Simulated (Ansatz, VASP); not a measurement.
Given: the input of a run of VASP 6.6.1 on Ag.

The input INCAR:

```
PREC = Accurate ; ENCUT = 600
EDIFF = 1E-7 ; ISMEAR = -1
SIGMA = 0.05 ; LREAL = F
LASPH = T ; NELM = 60
ALGO = Fast ; ISIF = 3
LWAVE = F ; LCHARG = F
GGA = PE ; IVDW = 13
IBRION = 2 ; NSW = 60
EDIFFG = -0.01
```

File KPOINTS:

```
Automatic mesh
0
Gamma
  11 11 11
```

File POSCAR:

```
Ag
1.0
    0.0000000000      2.0427500000      2.0427500000
    2.0427500000      0.0000000000      2.0427500000
    2.0427500000      2.0427500000      0.0000000000
Ag
1
Direct
    0.0000000000      0.0000000000      0.0000000000
```

Potentials or basis: VASP PAW PBE potentials, release 64 (Ag).

Launch:

```bash
$ cat potpaw_PBE.64/Ag/POTCAR > POTCAR
$ mpirun -np 1 vasp_std > vasp.out
```

Q: Translate it to Ansatz 0.2.0. Potentials there: Ansatz PAW.

A: As run (the cutoff follows the program's own potentials):

The input input.yaml:

```yaml
crystal:
  lattice:
    - [0.0, 2.04275, 2.04275]
    - [2.04275, 0.0, 2.04275]
    - [2.04275, 2.04275, 0.0]
  atoms:
    - { symbol: Ag, position: [0.0, 0.0, 0.0] }
hamiltonian:
  xc: pbe
  pseudopotentials: { kind: paw }
  dispersion: d4
kpoints:
  mp_grid: { grid: [11, 11, 11] }
scf:
  occupations: { method: fermi_dirac, width: 0.05 }
output:
  forces: true
  stress: true
  eigenvalues: true
relax:
  f_tol: 0.01
  max_steps: 40
  cell: { stress_tol: 0.05 }
```

Potentials or basis: Ansatz PAW.

Launch:

```sh
$ ansatz run input.yaml --threads 2 --pin off --max-ram 5632MiB --backend cpu --events-out ev --progress --plain --runs-dir out
```

Both were run:

|  | VASP | Ansatz | Ansatz less VASP |
| --- | --- | --- | --- |
| gap on the k mesh at the Fermi level, each at its own relaxed structure (eV) | none | none | - |
| relaxed volume (Å³/atom) | 16.93 | 16.96 | +0.035 |
| relaxed cell length with the largest relative difference (Å) | 2.882 | 2.884 | +0.0020 |

A gap of «none» marks a metal or a gap that the smearing closes. VASP's potentials hold 11 valence electrons a cell and Ansatz's 19, so a difference there can come from the potentials and not from the codes.

Noted on Ansatz's run: the plane-wave basis is chosen anew once the cell has moved, so the energies of steps on either side of that aren't comparable.
